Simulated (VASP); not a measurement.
Input of a VASP 6.6.1 run:

The input INCAR:

```
ALGO = Normal
EDIFF = 1E-6
EDIFFG = -0.01
ENCUT = 600
GGA = PS
IBRION = 2
ISIF = 3
ISMEAR = -1
IVDW = 12
LASPH = True
LCHARG = False
LREAL = False
LWAVE = False
NELM = 80
NSW = 60
PREC = Accurate
SIGMA = 0.05
```

Contents of KPOINTS:

```
k-points
0
Gamma
  8 8 5
```

File POSCAR:

```
SnSe2
1.0
    3.8110000000      0.0000000000      0.0000000000
   -1.9055000000      3.3004228138      0.0000000000
    0.0000000000      0.0000000000      6.1360000000
Sn Se
1 2
Direct
    0.0000000000      0.0000000000      0.0000000000
    0.6666666667      0.3333333333      0.7510000000
    0.3333333333      0.6666666667      0.2490000000
```

Potentials or basis: VASP PAW PBE potentials, release 64 (Sn_d, Se).

The run is started by

```sh
$ cat potpaw_PBE.64/Sn_d/POTCAR potpaw_PBE.64/Se/POTCAR > POTCAR
$ mpirun -np 1 vasp_std > vasp.out
```

Q: Predict the dispersion energy per atom.

A: -0.355 eV.

Q: What does it give for the relaxed cell?

A: a = 3.795 Å, b = 3.795 Å, c = 5.755 Å, α = 90.00°, β = 90.00°, γ = 120.00°.

The path:
```csv
step,energy change (eV),largest force (eV/Å),pressure (GPa),volume (Å³)
1,0.0000,0.6357,0.56,77.18
2,-0.0243,0.1239,-1.50,78.18
3,-0.0243,0.1420,-1.41,78.15
4,-0.0408,0.1243,-0.42,76.09
5,-0.0424,0.1159,0.06,75.25
6,-0.0520,0.1268,0.14,74.58
7,-0.0717,0.1577,0.65,72.55
8,-0.0509,0.2270,2.89,68.39
9,-0.0735,0.2151,1.32,71.28
10,-0.0790,0.0821,0.49,71.59
11,-0.0799,0.0005,-0.05,71.79
12,-0.0799,0.0089,0.01,71.77
13,-0.0799,0.0129,0.03,71.76
14,-0.0799,0.0104,0.02,71.77
15,-0.0799,0.0044,0.00,71.79
```

Caveat: the PAW data sets were made with another functional, which shifts forces and pressure a little.
